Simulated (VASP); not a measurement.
Write the native input for VASP 6.6.1 that does the following.

- Task: single point
- Functional: PBE
- Potentials or basis: VASP PAW PBE potentials, release 64 (Rb_sv, Cl)
- Cutoff: 500 eV
- k mesh: 10 × 10 × 10
- Occupations: fermi-dirac, width 0.05 eV
- Spin: no spin polarisation
- Dipole correction: no
- Further INCAR settings: ALGO = Normal; EDIFF = 1e-06; NBANDS = 15

The structure of RbCl (rocksalt type) lies in POSCAR:

```
RbCl
1.0
    0.0000000000      3.3489618109      3.3489618109
    3.3489618109      0.0000000000      3.3489618109
    3.3489618109      3.3489618109      0.0000000000
Rb Cl
1 1
Direct
    0.0000000000      0.0000000000      0.0000000000
    0.5000000000      0.5000000000      0.5000000000
```

The input as run:

INCAR

```
SYSTEM = RbCl
PREC     = Accurate       ! precision mode
ENCUT    = 500            ! plane-wave cutoff, eV
EDIFF    = 1E-6           ! SCF threshold, eV
ISMEAR   = -1             ! smearing method
SIGMA    = 0.05           ! smearing width, eV
LREAL    = .False.        ! projectors in reciprocal space
LASPH    = .True.         ! aspherical terms in the spheres
NELM     = 120            ! most SCF steps
ALGO     = Normal         ! electronic algorithm
ISIF     = 2              ! what is computed and relaxed
LWAVE    = .False.        ! write WAVECAR
LCHARG   = .True.         ! write CHGCAR
GGA      = PE             ! functional
LELF     = .True.         ! ELF
LVHAR    = .True.       
NBANDS   = 15             ! bands
GGA_COMPAT= .False.
```

KPOINTS

```
Automatic mesh
0
Gamma
  10 10 10
  0 0 0
```

Potentials or basis: VASP PAW PBE potentials, release 64 (Rb_sv, Cl).

Run with:

```console
$ cat potpaw_PBE.64/Rb_sv/POTCAR potpaw_PBE.64/Cl/POTCAR > POTCAR
$ mpirun -np 1 vasp_std > vasp.out
```

Results of the run:

```yaml
Pressure: 0.0 GPa
Band_gap_on_the_k_mesh: 4.83 eV, direct
```

Wall time 33 s on 1 thread of AMD EPYC 9R14 (Zen 4), with other jobs on the host, peak memory 0.19 GiB.
